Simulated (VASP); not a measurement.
# Ir (Fm-3m) in VASP: notebook

Runs on Ir. Level: PBE. Tasks: single point, relaxation of cell and atoms.

Everything below comes from runs of VASP 6.6.1. Logs are shortened: lines on timing, memory, paths and dates and some standing lists are left out, and cuts for length are marked.

**1. The cell of the first run**

Symmetry: Fm-3m, No. 225, cubic system. Conventional cell: a = 3.876 Å, b = 3.876 Å, c = 3.876 Å, α = 90.00°, β = 90.00°, γ = 90.00°. Ir (site symmetry m-3m) has 12 Ir at 2.74 Å within 3.6 Å.

**2. Single point, PBE, non-collinear spin, typed start, spin-orbit coupling**

The input, INCAR:

```
PREC = Accurate ; ENCUT = 520
EDIFF = 1E-6 ; ISMEAR = -1
SIGMA = 0.1 ; LREAL = False
LASPH = True ; NELM = 150
ALGO = Normal ; ISIF = 2
LWAVE = False ; LCHARG = False
MAGMOM = 0.707 0.707 0 ; LORBIT = 11
LSORBIT = True ; GGA_COMPAT = False
LORBMOM = True ; LMAXMIX = 4
GGA = PE ; NBANDS = 20
```

The input, KPOINTS:

```
regular mesh
0
Gamma
  11 11 11
```

The input, POSCAR:

```
Ir
1.0
    0.0000000007      1.9382076300      1.9382076260
    1.9382076300      0.0000000007      1.9382076260
    1.9382076307      1.9382076307      0.0000000000
Ir
1
Direct
    0.0000000000      0.0000000000      0.0000000000
```

Potentials or basis: VASP PAW PBE potentials, release 64 (Ir).

On the command line:

```console
$ cat potpaw_PBE.64/Ir/POTCAR > POTCAR
$ mpirun -np 1 vasp_ncl > vasp.out
```

OUTCAR:

```text
PREC = Accurate
   ENCUT = 520
   EDIFF = 1E-6
   ISMEAR = -1
   LREAL = False
   LASPH = True
   NELM = 150
   ISIF = 2
   LORBIT = 11
   LSORBIT = True
   GGA = PE

 ion  position               nearest neighbor table
   1  0.000  0.000  0.000-

  LATTYP: Found a face centered cubic cell.
 ALAT       =     3.8764152560

  Lattice vectors:

 A1 = (   0.0000000007,   1.9382076300,   1.9382076260)
 A2 = (   1.9382076300,   0.0000000007,   1.9382076260)
 A3 = (   1.9382076307,   1.9382076307,   0.0000000000)

Analysis of symmetry for initial positions (statically):
=====================================================================
 Subroutine PRICEL returns:
 Original cell was already a primitive cell.

 Routine SETGRP: Setting up the symmetry group for a
 face centered cubic supercell.

 Subroutine GETGRP returns: Found 48 space group operations
 (whereof 48 operations were pure point group operations)
 out of a pool of 48 trial point group operations.

The static configuration has the point symmetry O_h .

Analysis of symmetry for dynamics (positions and initial velocities):
=====================================================================
 Subroutine PRICEL returns:
 Original cell was already a primitive cell.

 Routine SETGRP: Setting up the symmetry group for a
 face centered cubic supercell.

 Subroutine GETGRP returns: Found 48 space group operations
 (whereof 48 operations were pure point group operations)
 out of a pool of 48 trial point group operations.

The dynamic configuration has the point symmetry O_h .

Analysis of structural, dynamic, and magnetic symmetry:
=====================================================================
 Subroutine PRICEL returns:
 Original cell was already a primitive cell.

 Routine SETGRP: Setting up the symmetry group for a
 face centered cubic supercell.

 Subroutine GETGRP returns: Found  4 space group operations
 (whereof  4 operations were pure point group operations)
 out of a pool of 48 trial point group operations.

The overall configuration has the point symmetry C_2h.

 Subroutine INISYM returns: Found  4 space group operations
 (whereof  4 operations are pure point group operations),
 and found     1 'primitive' translations

----------------------------------------------------------------------------------------

                                     Primitive cell

  volume of cell :      14.5623

  direct lattice vectors                    reciprocal lattice vectors
     0.000000001  1.938207630  1.938207626    -0.257970298  0.257970298  0.257970299
     1.938207630  0.000000001  1.938207626     0.257970298 -0.257970298  0.257970299
     1.938207631  1.938207631  0.000000000     0.257970298  0.257970298 -0.257970299

  length of vectors
     2.741039514  2.741039514  2.741039518     0.446817663  0.446817663  0.446817663

  position of ions in fractional coordinates (direct lattice)
     0.000000000  0.000000000  0.000000000

  ion indices of the primitive-cell ions
   primitive index   ion index
                 1           1

----------------------------------------------------------------------------------------

 KPOINTS: regular mesh

Automatic generation of k-mesh.
 Grid dimensions read from file:
 generate k-points for:   11   11   11

 Generating k-lattice:

  Cartesian coordinates                     Fractional coordinates (reciprocal lattice)
    -0.023451845  0.023451845  0.023451845     0.090909091  0.000000000  0.000000000
     0.023451845 -0.023451845  0.023451845     0.000000000  0.090909091  0.000000000
     0.023451845  0.023451845 -0.023451845     0.000000000  0.000000000  0.090909091

  Length of vectors
     0.040619788  0.040619788  0.040619788

  Shift w.r.t. Gamma in fractional coordinates (k-lattice)
     0.000000000  0.000000000  0.000000000

 Subroutine IBZKPT returns following result:
 ===========================================

 Found    366 irreducible k-points:

 Following reciprocal coordinates:
            Coordinates               Weight
  0.000000  0.000000  0.000000      1.000000
  0.090909  0.000000  0.000000      2.000000
  0.000000  0.090909  0.000000      2.000000
 -0.000000 -0.000000  0.090909      4.000000
  0.181818  0.000000  0.000000      2.000000
  0.000000  0.181818  0.000000      2.000000
[... 16 lines left out ...]
  0.181818  0.090909  0.181818      4.000000
  0.090909  0.181818  0.000000      2.000000
 [... further k-points ...]
   k-points           NKPTS =    366   k-points in BZ     NKDIM =    366   number of bands    NBANDS=     20
   number of dos      NEDOS =    301   number of ions     NIONS =      1
   total plane-waves  NPLWV =   8000
   dimension x,y,z NGX =    20 NGY =   20 NGZ =   20
   dimension x,y,z NGXF=    40 NGYF=   40 NGZF=   40
   ions per type =               1
   NGX,Y,Z   is equivalent  to a cutoff of  12.13, 12.13, 12.13 a.u.
   NGXF,Y,Z  is equivalent  to a cutoff of  24.26, 24.26, 24.26 a.u.
 SYSTEM =  unknown system
   PREC   = accura    normal or accurate (medium, high low for compatibility)
   ISTART =      0    job   : 0-new  1-cont  2-samecut
   ICHARG =      2    charge: 1-file 2-atom 10-const
   ISPIN  =      1    spin polarized calculation?
   LNONCOLLINEAR =      T non collinear calculations
   LSORBIT =      T    spin-orbit coupling
   LASPH  =      T    aspherical Exc in radial PAW
   ENCUT  =  520.0 eV  38.22 Ry    6.18 a.u.   5.10  5.10  5.10*2*pi/ulx,y,z
   NELM   =    150;   NELMIN=  2; NELMDL= -5     # of ELM steps
   EDIFF  = 0.1E-05   stopping-criterion for ELM
   LREAL  =      F    real-space projection
   EDIFFG = 0.1E-04   stopping-criterion for IOM
   NSW    =      0    number of steps for IOM
   IBRION =     -1    ionic relax: 0-MD 1-quasi-New 2-CG
   NFREE  =      0    steps in history (QN), initial steepest desc. (CG)
   ISIF   =      2    stress and relaxation
   ISYM   =      2    0-nonsym 1-usesym 2-fastsym
   POTIM  = 0.5000    time-step for ionic-motion
   TEBEG  =    0.0;   TEEND  =   0.0 temperature during run
   PSTRESS=    0.0 pullay stress
   NELECT =       9.0000    total number of electrons
   NUPDOWN=      -1.0000    fix difference up-down
   EMIN   =  10.00;   EMAX   =-10.00  energy-range for DOS
   EFERMI =   0.00;   METHOD = LEGACY
   ISMEAR =    -1;   SIGMA  =   0.10  broadening in eV -4-tet -1-fermi 0-gaus
   EFERMI_NEDOS =   21; number of points for ismear=-14 and -15
   IALGO  =     38    algorithm
   IMIX   =      4    mixing-type and parameters
     AMIX     =   0.40;   BMIX     =  1.00
     AMIX_MAG =   1.60;   BMIX_MAG =  1.00
  volume/ion in A,a.u.               =      14.56        98.27
  Fermi-wavevector in a.u.,A,eV,Ry     =   1.394479  2.635184 26.457511  1.944572
  Thomas-Fermi vector in A             =   2.518024
   LORBIT       =     11    0 simple, 1 ext, 2 COOP (PROOUT), +10 PAW based schemes
   GGA     = PE    functional components
   LHFCALC =     F    Hartree Fock is set to
   AEXX    =    0.0000 exact exchange contribution
   IVDW    =     0    specifies the selected vdW correction
   LEPSILON=     F    determine dielectric tensor
   LRPA    =     F    only Hartree local field effects (RPA)
  energy-cutoff  :      520.00
  volume of cell :       14.56
 maximum number of plane-waves:       806
   NGX = 11   NGY = 11   NGZ = 11

 number of electron       9.0000000 magnetization      -0.0001617     -0.0001617      0.0000000

 number of electron       9.0000000 magnetization       0.0000602      0.0000602     -0.0000000

 number of electron       9.0000000 magnetization       0.0000740      0.0000740      0.0000000

 Free energy of the ion-electron system (eV)
  ---------------------------------------------------
  ext. energy  EPLUGINS =         0.00000000
  ---------------------------------------------------
  free energy    TOTEN  =        -9.24096087 eV

  energy without entropy =       -9.19844992  energy(sigma->0) =       -9.21970540

 E-fermi :   9.8758     XC(G=0): -13.8158

 val. band max:        9.8519684099   @ k =   0.0909   0.0000  -0.3636
 cond. band min:       9.9115298079   @ k =   0.3636   0.3636   0.0000
 fundamental gap:      0.0595613980
 Fermi energy:         9.8757808089

 k-point     1 :       0.0000    0.0000    0.0000
  band No.  band energies     occupation
      1      -0.8953      1.00000
      2      -0.8953      1.00000
      3       5.8360      1.00000
      4       5.8361      1.00000
      5       5.8361      1.00000
      6       5.8361      1.00000
[... 12 lines left out ...]
     19      29.8744      0.00000
     20      29.8744      0.00000

 k-point     2 :       0.0909    0.0000    0.0000
  band No.  band energies     occupation
      1      -0.5446      1.00000
      2      -0.5445      1.00000
      3       5.7700      1.00000
      4       5.7700      1.00000
      5       5.9352      1.00000
      6       5.9352      1.00000
[... 12 lines left out ...]
     19      30.4371      0.00000
     20      30.4371      0.00000

 k-point     3 :       0.0000    0.0909    0.0000
  band No.  band energies     occupation
      1      -0.5446      1.00000
      2      -0.5445      1.00000
      3       5.7700      1.00000
      4       5.7700      1.00000
      5       5.9352      1.00000
      6       5.9352      1.00000
[... 12 lines left out ...]
     19      30.4371      0.00000
     20      30.4371      0.00000

 k-point     4 :      -0.0000   -0.0000    0.0909
  band No.  band energies     occupation
      1      -0.5446      1.00000
      2      -0.5445      1.00000
      3       5.7700      1.00000
      4       5.7700      1.00000
      5       5.9352      1.00000
      6       5.9353      1.00000
[... 429 lines left out ...]
 k-point    23 :       0.1818    0.0909    0.1818
  band No.  band energies     occupation
      1       0.3332      1.00000
      2       0.3333      1.00000
      3       5.3494      1.00000
      4       5.3495      1.00000
      5       6.2533      1.00000
      6       6.2534      1.00000
[... 12 lines left out ...]
     19      31.1067      0.00000
     20      31.1067      0.00000

 k-point    24 :       0.0909    0.1818    0.0000
  band No.  band energies     occupation
      1       0.3332      1.00000
      2       0.3333      1.00000
      3       5.3494      1.00000
      4       5.3495      1.00000
      5       6.2533      1.00000
      6       6.2533      1.00000
[... 12 lines left out ...]
     19      31.1067      0.00000
     20      31.1067      0.00000

 [... further k-points ...]

------------------------ aborting loop because EDIFF is reached ----------------------------------------

  FORCE on cell =-STRESS in cart. coord.  units (eV):
  Direction    XX          YY          ZZ          XY          YZ          ZX
  --------------------------------------------------------------------------------------
  -------------------------------------------------------------------------------------
  Total        0.0774580      0.0774580      0.0774556     -0.0000034     -0.0000001      0.0000000
  in kB        8.5220853      8.5220853      8.5218245     -0.0003716     -0.0000073      0.0000037
  external PRESSURE =       8.5219984 kB  Pullay stress =       0.0000000 kB

 VOLUME and BASIS-vectors are now :
 -----------------------------------------------------------------------------
  energy-cutoff  :      520.00
  volume of cell :       14.56
      direct lattice vectors                 reciprocal lattice vectors
     0.000000001  1.938207630  1.938207626    -0.257970298  0.257970298  0.257970299
     1.938207630  0.000000001  1.938207626     0.257970298 -0.257970298  0.257970299
     1.938207631  1.938207631  0.000000000     0.257970298  0.257970298 -0.257970299

 POSITION                                       TOTAL-FORCE (eV/Angst)
 -----------------------------------------------------------------------------------
      0.00000      0.00000      0.00000         0.000000      0.000000      0.000000
 -----------------------------------------------------------------------------------
    total drift:                                0.000000     -0.000000      0.000000

  FREE ENERGIE OF THE ION-ELECTRON SYSTEM (eV)
  ---------------------------------------------------
  free  energy   TOTEN  =        -9.2409608733 eV

  energy  without entropy=       -9.1984499237  energy(sigma->0) =       -9.21970540

 orbital moment (x)

 # of ion     p       d       tot
 ----------------------------------------
  1         0.000   0.000   0.000
 ----------------------------------------
            0.000   0.000   0.000

 orbital moment (y)

 # of ion     p       d       tot
 ----------------------------------------
  1         0.000   0.000   0.000
 ----------------------------------------
            0.000   0.000   0.000

 orbital moment (z)

 # of ion     p       d       tot
 ----------------------------------------
  1         0.000   0.000   0.000
 ----------------------------------------
            0.000   0.000   0.000

 Spin-Orbit-Coupling matrix elements

 Ion:    1  E_soc:     -0.7855386
 l=   1
     0.0000000    -0.0375596    -0.0375596
    -0.0375596     0.0000000    -0.0375596
    -0.0375596    -0.0375596     0.0000000
 l=   2
     0.0000000    -0.0159603     0.0000000    -0.0159603    -0.0774033
    -0.0159603     0.0000000    -0.0580524    -0.0159603    -0.0193508
     0.0000000    -0.0580524     0.0000000    -0.0580524     0.0000000
    -0.0159603    -0.0159603    -0.0580524     0.0000000    -0.0193508
    -0.0774033    -0.0193508     0.0000000    -0.0193508     0.0000000
 l=   3
     0.0000000     0.0000000     0.0000000     0.0000000     0.0000000     0.0000000     0.0000000
     0.0000000     0.0000000     0.0000000     0.0000000     0.0000000     0.0000000     0.0000000
     0.0000000     0.0000000     0.0000000     0.0000000     0.0000000     0.0000000     0.0000000
     0.0000000     0.0000000     0.0000000     0.0000000     0.0000000     0.0000000     0.0000000
     0.0000000     0.0000000     0.0000000     0.0000000     0.0000000     0.0000000     0.0000000
     0.0000000     0.0000000     0.0000000     0.0000000     0.0000000     0.0000000     0.0000000
     0.0000000     0.0000000     0.0000000     0.0000000     0.0000000     0.0000000     0.0000000

 total charge

# of ion       s       p       d       tot
------------------------------------------
    1        0.658   0.717   6.931   8.306

 magnetization (x)

# of ion       s       p       d       tot
------------------------------------------
    1       -0.000   0.000   0.000   0.000

 magnetization (y)

# of ion       s       p       d       tot
------------------------------------------
    1       -0.000   0.000   0.000   0.000

 magnetization (z)

# of ion       s       p       d       tot
------------------------------------------
    1        0.000   0.000   0.000   0.000
```

Run time: 1.8 min. Hardware: 1 thread of Intel Xeon Platinum 8488C (Sapphire Rapids), shared host; peak memory 0.27 GiB.

What came out:

- Free energy: -9.2410 eV
- Pressure: 0.9 GPa
- Net moment: 0.00 μB per cell
- Valence electrons inside the program's atomic spheres: Ir 8.31

Moments on the atoms (μB; x, y, z):
```
Ir  0.00 0.00 0.00
```

**3. Relaxation of cell and atoms, PBE, non-collinear spin, typed start, spin-orbit coupling**

This run uses another cell than the first one, of 14.26 Å³/atom, 0.979 times its volume.

The input, INCAR:

```
SYSTEM = Ir
ALGO     = Normal         ! electronic algorithm
EDIFF    = 1E-6           ! SCF threshold, eV
EDIFFG   = -0.03          ! ionic threshold
ENCUT    = 600            ! plane-wave cutoff, eV
GGA      = PE             ! functional
GGA_COMPAT= .FALSE.      
IBRION   = 2              ! ionic algorithm
ISIF     = 3              ! what is computed and relaxed
ISMEAR   = -1             ! smearing method
LASPH    = .TRUE.         ! aspherical terms in the spheres
LCHARG   = .FALSE.        ! write CHGCAR
LMAXMIX  = 4              ! l up to which the mixer works
LORBIT   = 11             ! projections on sites
LORBMOM  = .TRUE.       
LREAL    = .FALSE.        ! projectors in reciprocal space
LSORBIT  = .TRUE.         ! spin-orbit coupling
LWAVE    = .FALSE.        ! write WAVECAR
MAGMOM   = 0.707 0.707 0  ! initial moments
NELM     = 150            ! most SCF steps
NSW      = 100            ! ionic steps
PREC     = Accurate       ! precision mode
SIGMA    = 0.1            ! smearing width, eV
```

The input, KPOINTS:

```
k-points
0
G
  11 11 11
  0 0 0
```

The input, POSCAR:

```
Ir
1.0
    0.0000000000      1.9248620000      1.9248620000
    1.9248620000      0.0000000000      1.9248620000
    1.9248620000      1.9248620000      0.0000000000
Ir
1
Direct
    0.0000000000      0.0000000000      0.0000000000
```

Potentials or basis: VASP PAW PBE potentials, release 64 (Ir).

On the command line:

```console
$ cat potpaw_PBE.64/Ir/POTCAR > POTCAR
$ mpirun -np 1 vasp_ncl > vasp.out
```

Run time: 4.2 min. Hardware: 1 thread of Intel Xeon Platinum 8488C (Sapphire Rapids), shared host; peak memory 0.34 GiB.

Results (log left out):

```
Free energy                                           : -9.2413 eV
Relaxed volume                                        : 14.62 Å³/atom
Relaxed cell                                          : a = 2.744 Å, b = 2.744 Å, c = 2.744 Å, α = 60.00°, β = 60.00°, γ = 60.00°
Space group after relaxing (to 0.05 Å)                : Fm-3m (No. 225)
Energy gained by relaxing                             : 8.6 meV/atom
Ionic steps                                           : 3
Pressure after relaxing                               : -0.3 GPa
Net moment                                            : 0.00 μB per cell
Valence electrons inside the program's atomic spheres : Ir 8.29
```

Step by step:
| step | energy change (eV) | largest force (eV/Å) | pressure (GPa) | volume (Å³) |
| --- | --- | --- | --- | --- |
| 1 | 0.0000 | 0.0000 | 8.42 | 14.26 |
| 2 | 0.0886 | 0.0000 | -22.54 | 15.87 |
| 3 | -0.0086 | 0.0000 | -0.29 | 14.62 |

Final structure:
```
Ir
1.0
     0.00000    1.94054    1.94054
     1.94054    0.00000    1.94054
     1.94054    1.94054    0.00000
Ir
1
Cartesian
  0.0000 0.0000 0.0000
```

Moments on the atoms (μB; x, y, z):
```
Ir  0.00 0.00 0.00
```
